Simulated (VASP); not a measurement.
# Li4F (Im-3m) in VASP: a series of runs

Runs on Li4F. Level: PBE. Tasks: single point, relaxation of cell and atoms.

Program: VASP 6.6.1. These are calculated values, not measurements. Logs are shortened: lines on timing, memory, paths and dates and some standing lists are left out, and cuts for length are marked.

## 1. The cell of the first run

Symmetry: Im-3m, No. 229, cubic system. The conventional cell has a = 5.277 Å, b = 5.277 Å, c = 5.277 Å, α = 90.00°, β = 90.00°, γ = 90.00°. Within 3.0 Å of Li (site symmetry -3m) lie 2 F at 2.29 Å and 6 Li at 2.64 Å. F (site symmetry m-3m) has 8 Li at 2.29 Å within 3.0 Å.

## 2. Single point, PBE, collinear spin, ferromagnetic start

INCAR

```
SYSTEM = Li4F
PREC = Accurate
ENCUT = 520
EDIFF = 1E-6
ISMEAR = 0
SIGMA = 0.1
LREAL = .FALSE.
LASPH = .TRUE.
NELM = 150
ALGO = Normal
ISIF = 2
LWAVE = .FALSE.
LCHARG = .TRUE.
ISPIN = 2
MAGMOM = 0 0 0 0 1
LORBIT = 11
GGA = PE
LELF = .TRUE.
LVHAR = .TRUE.
NBANDS = 22
```

KPOINTS

```
Automatic mesh
0
G
  6 6 6
  0 0 0
```

POSCAR

```
Li4F
1.0
   -2.6385023027      2.6385023027      2.6385023027
    2.6385023027     -2.6385023027      2.6385023027
    2.6385023027      2.6385023027     -2.6385023027
Li F
4 1
Direct
    0.0000000000      0.0000000000      0.5000000000
    0.0000000000      0.5000000000      0.0000000000
    0.5000000000      0.0000000000      0.0000000000
    0.5000000000      0.5000000000      0.5000000000
    0.0000000000      0.0000000000      0.0000000000
```

Potentials or basis: VASP PAW PBE potentials, release 64 (Li_sv, F).

Command:

```console
> cat potpaw_PBE.64/Li_sv/POTCAR potpaw_PBE.64/F/POTCAR > POTCAR
> mpirun -np 1 vasp_std > vasp.out
```

OUTCAR:

```text
SYSTEM = Li4F
   PREC = Accurate
   ENCUT = 520
   EDIFF = 1E-6
   ISMEAR = 0
   LREAL = .FALSE.
   LASPH = .TRUE.
   NELM = 150
   ISIF = 2
   ISPIN = 2
   LORBIT = 11
   GGA = PE

 ion  position               nearest neighbor table
   1  0.000  0.000  0.500-
   2  0.000  0.500  0.000-
   3  0.500  0.000  0.000-
   4  0.500  0.500  0.500-
   5  0.000  0.000  0.000-

  LATTYP: Found a body centered cubic cell.
 ALAT       =     5.2770046054

  Lattice vectors:

 A1 = (  -2.6385023027,   2.6385023027,   2.6385023027)
 A2 = (   2.6385023027,  -2.6385023027,   2.6385023027)
 A3 = (   2.6385023027,   2.6385023027,  -2.6385023027)

Analysis of symmetry for initial positions (statically):
=====================================================================
 Subroutine PRICEL returns:
 Original cell was already a primitive cell.

 Routine SETGRP: Setting up the symmetry group for a
 body centered cubic supercell.

 Subroutine GETGRP returns: Found 48 space group operations
 (whereof 48 operations were pure point group operations)
 out of a pool of 48 trial point group operations.

The static configuration has the point symmetry O_h .

Analysis of symmetry for dynamics (positions and initial velocities):
=====================================================================
 Subroutine PRICEL returns:
 Original cell was already a primitive cell.

 Routine SETGRP: Setting up the symmetry group for a
 body centered cubic supercell.

 Subroutine GETGRP returns: Found 48 space group operations
 (whereof 48 operations were pure point group operations)
 out of a pool of 48 trial point group operations.

The dynamic configuration has the point symmetry O_h .

Analysis of structural, dynamic, and magnetic symmetry:
=====================================================================
 Subroutine PRICEL returns:
 Original cell was already a primitive cell.

 Routine SETGRP: Setting up the symmetry group for a
 body centered cubic supercell.

 Subroutine GETGRP returns: Found 48 space group operations
 (whereof 48 operations were pure point group operations)
 out of a pool of 48 trial point group operations.

The overall configuration has the point symmetry O_h .

 Subroutine INISYM returns: Found 48 space group operations
 (whereof 48 operations are pure point group operations),
 and found     1 'primitive' translations

----------------------------------------------------------------------------------------

                                     Primitive cell

  volume of cell :      73.4738

  direct lattice vectors                    reciprocal lattice vectors
    -2.638502303  2.638502303  2.638502303     0.000000000  0.189501445  0.189501445
     2.638502303 -2.638502303  2.638502303     0.189501445  0.000000000  0.189501445
     2.638502303  2.638502303 -2.638502303     0.189501445  0.189501445  0.000000000

  length of vectors
     4.570020044  4.570020044  4.570020044     0.267995514  0.267995514  0.267995514

  position of ions in fractional coordinates (direct lattice)
     0.000000000  0.000000000  0.500000000
     0.000000000  0.500000000  0.000000000
     0.500000000  0.000000000  0.000000000
     0.500000000  0.500000000  0.500000000
     0.000000000  0.000000000  0.000000000

  ion indices of the primitive-cell ions
   primitive index   ion index
                 1           1
                 2           2
                 3           3
                 4           4
                 5           5

----------------------------------------------------------------------------------------

 KPOINTS: Automatic mesh

Automatic generation of k-mesh.
 Grid dimensions read from file:
 generate k-points for:    6    6    6

 Generating k-lattice:

  Cartesian coordinates                     Fractional coordinates (reciprocal lattice)
     0.000000000  0.031583574  0.031583574     0.166666667  0.000000000  0.000000000
     0.031583574  0.000000000  0.031583574     0.000000000  0.166666667  0.000000000
     0.031583574  0.031583574  0.000000000     0.000000000  0.000000000  0.166666667

  Length of vectors
     0.044665919  0.044665919  0.044665919

  Shift w.r.t. Gamma in fractional coordinates (k-lattice)
     0.000000000  0.000000000  0.000000000

 Subroutine IBZKPT returns following result:
 ===========================================

 Found     16 irreducible k-points:

 Following reciprocal coordinates:
            Coordinates               Weight
  0.000000  0.000000  0.000000      1.000000
  0.166667  0.000000  0.000000     12.000000
  0.333333  0.000000  0.000000     12.000000
  0.500000  0.000000  0.000000      6.000000
  0.166667  0.166667  0.000000     24.000000
  0.333333  0.166667  0.000000     48.000000
[... 8 lines left out ...]
  0.500000  0.500000  0.333333     12.000000
  0.500000  0.500000  0.500000      1.000000
   k-points           NKPTS =     16   k-points in BZ     NKDIM =     16   number of bands    NBANDS=     22
   number of dos      NEDOS =    301   number of ions     NIONS =      5
   total plane-waves  NPLWV =  46656
   dimension x,y,z NGX =    36 NGY =   36 NGZ =   36
   dimension x,y,z NGXF=    72 NGYF=   72 NGZF=   72
   ions per type =               4   1
   NGX,Y,Z   is equivalent  to a cutoff of  13.10, 13.10, 13.10 a.u.
   NGXF,Y,Z  is equivalent  to a cutoff of  26.19, 26.19, 26.19 a.u.
 SYSTEM =  Li4F
   PREC   = accura    normal or accurate (medium, high low for compatibility)
   ISTART =      0    job   : 0-new  1-cont  2-samecut
   ICHARG =      2    charge: 1-file 2-atom 10-const
   ISPIN  =      2    spin polarized calculation?
   LNONCOLLINEAR =      F non collinear calculations
   LSORBIT =      F    spin-orbit coupling
   LASPH  =      T    aspherical Exc in radial PAW
   ENCUT  =  520.0 eV  38.22 Ry    6.18 a.u.   8.50  8.50  8.50*2*pi/ulx,y,z
   NELM   =    150;   NELMIN=  2; NELMDL= -5     # of ELM steps
   EDIFF  = 0.1E-05   stopping-criterion for ELM
   LREAL  =      F    real-space projection
[... 7 lines left out ...]
   TEBEG  =    0.0;   TEEND  =   0.0 temperature during run
   PSTRESS=    0.0 pullay stress
   NELECT =      19.0000    total number of electrons
   NUPDOWN=      -1.0000    fix difference up-down
   EMIN   =  10.00;   EMAX   =-10.00  energy-range for DOS
   EFERMI =   0.00;   METHOD = LEGACY
   ISMEAR =     0;   SIGMA  =   0.10  broadening in eV -4-tet -1-fermi 0-gaus
   EFERMI_NEDOS =   21; number of points for ismear=-14 and -15
   IALGO  =     38    algorithm
   IMIX   =      4    mixing-type and parameters
     AMIX     =   0.40;   BMIX     =  1.00
     AMIX_MAG =   1.60;   BMIX_MAG =  1.00
  volume/ion in A,a.u.               =      14.69        99.17
  Fermi-wavevector in a.u.,A,eV,Ry     =   1.042994  1.970973 14.800919  1.087837
  Thomas-Fermi vector in A             =   2.177684
   LORBIT       =     11    0 simple, 1 ext, 2 COOP (PROOUT), +10 PAW based schemes
   GGA     = PE    functional components
   LHFCALC =     F    Hartree Fock is set to
   AEXX    =    0.0000 exact exchange contribution
   IVDW    =     0    specifies the selected vdW correction
   LEPSILON=     F    determine dielectric tensor
   LRPA    =     F    only Hartree local field effects (RPA)
 spin polarized calculation
 Gauss-broadening in eV      SIGMA  =   0.10
  energy-cutoff  :      520.00
  volume of cell :       73.47
 maximum number of plane-waves:      2006
 NGX is ok and might be reduce to    36
   NGX = 17   NGY = 17   NGZ = 17

 number of electron      19.0000000 magnetization       1.0000000

 number of electron      18.9999957 magnetization      -0.0011860

 Free energy of the ion-electron system (eV)
  ---------------------------------------------------
  ext. energy  EPLUGINS =         0.00000000
  ---------------------------------------------------
  free energy    TOTEN  =       -13.80083507 eV

  energy without entropy =      -13.78768405  energy(sigma->0) =      -13.79425956

 E-fermi :   1.7384     XC(G=0):  -7.8552

 val. band max:        1.7254879369   @ k =   0.3333   0.1667   0.0000
 cond. band min:       1.9757654987   @ k =  -0.3333   0.3333   0.1667
 fundamental gap:      0.2502775618
 Fermi energy:         1.7384150087

 spin component 1

 k-point     1 :       0.0000    0.0000    0.0000
  band No.  band energies     occupation
      1     -45.1984      1.00000
      2     -45.1388      1.00000
      3     -45.1388      1.00000
      4     -45.1388      1.00000
      5     -22.8694      1.00000
      6      -4.7525      1.00000
[... 357 lines left out ...]
      4     -45.1122      1.00000
      5     -22.8918      1.00000
      6      -4.6375      1.00000
[... 13 lines left out ...]
     20      14.0497      0.00000
     21      15.9729      0.00000
 Fermi energy:         1.7384150087

 spin component 2

 k-point     1 :       0.0000    0.0000    0.0000
  band No.  band energies     occupation
      1     -45.1985      1.00000
      2     -45.1388      1.00000
      3     -45.1388      1.00000
      4     -45.1388      1.00000
      5     -22.8696      1.00000
      6      -4.7526      1.00000
[... 357 lines left out ...]
      4     -45.1122      1.00000
      5     -22.8919      1.00000
      6      -4.6376      1.00000
[... 13 lines left out ...]
     20      14.0490      0.00000
     21      15.9720      0.00000
 [bands above 21 left out]

------------------------ aborting loop because EDIFF is reached ----------------------------------------

  FORCE on cell =-STRESS in cart. coord.  units (eV):
  Direction    XX          YY          ZZ          XY          YZ          ZX
  --------------------------------------------------------------------------------------
  -------------------------------------------------------------------------------------
  Total       -0.0732569     -0.0732569     -0.0732569     -0.0000000     -0.0000000      0.0000000
  in kB       -1.5974472     -1.5974472     -1.5974472     -0.0000000     -0.0000000      0.0000000
  external PRESSURE =      -1.5974472 kB  Pullay stress =       0.0000000 kB

 VOLUME and BASIS-vectors are now :
 -----------------------------------------------------------------------------
  energy-cutoff  :      520.00
  volume of cell :       73.47
      direct lattice vectors                 reciprocal lattice vectors
    -2.638502303  2.638502303  2.638502303     0.000000000  0.189501445  0.189501445
     2.638502303 -2.638502303  2.638502303     0.189501445  0.000000000  0.189501445
     2.638502303  2.638502303 -2.638502303     0.189501445  0.189501445  0.000000000

 POSITION                                       TOTAL-FORCE (eV/Angst)
 -----------------------------------------------------------------------------------
      1.31925      1.31925     -1.31925         0.000000     -0.000000     -0.000000
      1.31925     -1.31925      1.31925        -0.000000     -0.000000      0.000000
     -1.31925      1.31925      1.31925        -0.000000      0.000000     -0.000000
      1.31925      1.31925      1.31925        -0.000000      0.000000      0.000000
      0.00000      0.00000      0.00000         0.000000      0.000000      0.000000
 -----------------------------------------------------------------------------------
    total drift:                               -0.000000     -0.000000      0.000000

  FREE ENERGIE OF THE ION-ELECTRON SYSTEM (eV)
  ---------------------------------------------------
  free  energy   TOTEN  =       -13.8008350714 eV

  energy  without entropy=      -13.7876840544  energy(sigma->0) =      -13.79425956

 total charge

# of ion       s       p       d       tot
------------------------------------------
    1        2.027   0.046   0.000   2.073
    2        2.027   0.046   0.000   2.073
    3        2.027   0.046   0.000   2.073
    4        2.027   0.046   0.000   2.073
    5        1.741   4.323   0.000   6.064
--------------------------------------------------
tot          9.847   4.508   0.000  14.355

 magnetization (x)

# of ion       s       p       d       tot
------------------------------------------
    1       -0.000  -0.000   0.000  -0.000
    2       -0.000  -0.000   0.000  -0.000
    3       -0.000  -0.000   0.000  -0.000
    4       -0.000  -0.000   0.000  -0.000
    5       -0.000  -0.000   0.000  -0.000
--------------------------------------------------
tot         -0.000  -0.000   0.000  -0.000
```

Wall time 36 s (1 thread of AMD EPYC 9R45 (Zen 5), shared host); peak memory 0.21 GiB.

What came out:

```yaml
Free_energy: -13.8008 eV
Net_moment: 0.00 μB per cell
Valence_electrons_inside_the_program's_atomic_spheres: Li 2.07; F 6.06
```

Caveat: the cutoff is under 1.25 times the usual one of these potentials, so pressure, stress and relaxed cells hold a basis-set (Pulay) error.

## 3. Relaxation of cell and atoms, PBE

INCAR

```
SYSTEM = Li4F
PREC = Accurate ; ENCUT = 600
EDIFF = 1E-7 ; ISMEAR = 0
SIGMA = 0.1 ; LREAL = .False.
LASPH = .True. ; NELM = 80
ALGO = Normal ; ISIF = 3
LWAVE = .False. ; LCHARG = .False.
GGA = PE ; IBRION = 2
NSW = 100 ; EDIFFG = -0.01
```

KPOINTS

```
Automatic mesh
0
Gamma
  10 10 10
  0 0 0
```

POSCAR is that of step 2.

Potentials or basis: VASP PAW PBE potentials, release 64 (Li_sv, F).

Command:

```console
> cat potpaw_PBE.64/Li_sv/POTCAR potpaw_PBE.64/F/POTCAR > POTCAR
> mpirun -np 1 vasp_std > vasp.out
```

Wall time 2 min (1 thread of Intel Xeon Platinum 8375C at 2.90GHz (Ice Lake), shared host); peak memory 0.25 GiB.

The run converged. Its results:

| Quantity | Value |
| --- | --- |
| Free energy | -13.8161 eV |
| Relaxed volume | 14.46 Å³/atom |
| Relaxed cell | a = 4.546 Å, b = 4.546 Å, c = 4.546 Å, α = 109.47°, β = 109.47°, γ = 109.47° |
| Space group after relaxing (to 0.05 Å) | Im-3m (No. 229) |
| Energy gained by relaxing | 0.2 meV/atom |
| Ionic steps | 3 |
| Pressure after relaxing | 0.0 GPa |

The path:
```
step  energy change (eV)  largest force (eV/Å)  pressure (GPa)  volume (Å³)
   1              0.0000                0.0000           -0.32        73.47
   2             -0.0005                0.0000           -0.24        73.16
   3             -0.0012                0.0000            0.00        72.30
```

Final structure:
```
Li F
1.0
    -2.62438    2.62438    2.62438
     2.62438   -2.62438    2.62438
     2.62438    2.62438   -2.62438
Li F
4 1
Direct
  0.00000 0.00000 0.50000
  0.00000 0.50000 0.00000
  0.50000 0.00000 0.00000
  0.50000 0.50000 0.50000
  0.00000 0.00000 0.00000
```

Levels at points of the mesh, in eV from the Fermi level:
```csv
k point,band 6,band 7,band 8,band 9,band 10,band 11,band 12,band 13
"(0.00, 0.00, 0.00)",-6.60,-6.60,-6.60,-2.80,3.22,3.22,3.22,5.85
"(0.50, 0.00, 0.00)",-6.66,-6.60,-6.53,-0.80,-0.62,2.42,3.36,3.72
"(0.50, 0.50, 0.50)",-6.48,-6.48,-6.48,-1.04,-1.04,2.53,3.65,3.65
```

Caveat: the cutoff is under 1.25 times the usual one of these potentials, so pressure, stress and relaxed cells hold a basis-set (Pulay) error; an odd number of electrons without spin polarisation forces a metal; a magnetic or distorted state may lie lower.
